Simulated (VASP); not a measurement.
# AlW: single point with PBE

AlW:

```xyz
2
Lattice="1.4840 0.8568 4.3141 -1.4840 0.8568 4.3141 0.0000 -1.7135 4.3141" Properties=species:S:1:pos:R:3 pbc="T T T"
Al    0.0000    0.0000    0.0000
W     0.0000    0.0000    6.4712
```

```
Program                : VASP 6.6.1
Task                   : single point
Functional             : PBE
Potentials or basis    : VASP PAW PBE potentials, release 64 (Al, W_sv)
Cutoff                 : 520 eV
k mesh                 : 6 × 6 × 6
Occupations            : gaussian, width 0.1 eV
Spin                   : no spin polarisation
Dipole correction      : no
Further INCAR settings : ALGO = Normal; EDIFF = 1e-06; NBANDS = 16
```

```yaml
Pressure: -7.1 GPa
```

Stress tensor (GPa, compression positive):
```
-15.05   0.00   0.00
  0.00 -15.05   0.00
  0.00   0.00   8.69
```

Levels at points of the mesh, in eV from the Fermi level:
```
           k point  band 6  band 7  band 8  band 9  band 10  band 11
(0.00, 0.00, 0.00)   -4.38   -1.41   -0.37   -0.37     1.69     1.69
(0.50, 0.00, 0.00)   -4.21   -3.53   -2.08    0.24     2.98     4.25
(0.50, 0.50, 0.00)   -3.90   -3.11   -1.26    0.14     0.80     4.25
(0.50, 0.50, 0.50)   -7.43   -1.75   -0.40   -0.40     1.90     1.90
```

Wall time 53 s on 1 thread of AMD EPYC 7R43 64-Core Processor (Zen 3), with other jobs on the host, peak memory 0.17 GiB.

Caveat: the k points lie up to 0.42 Å⁻¹ apart; spin-orbit coupling is left out, which moves the levels of the heavy elements.
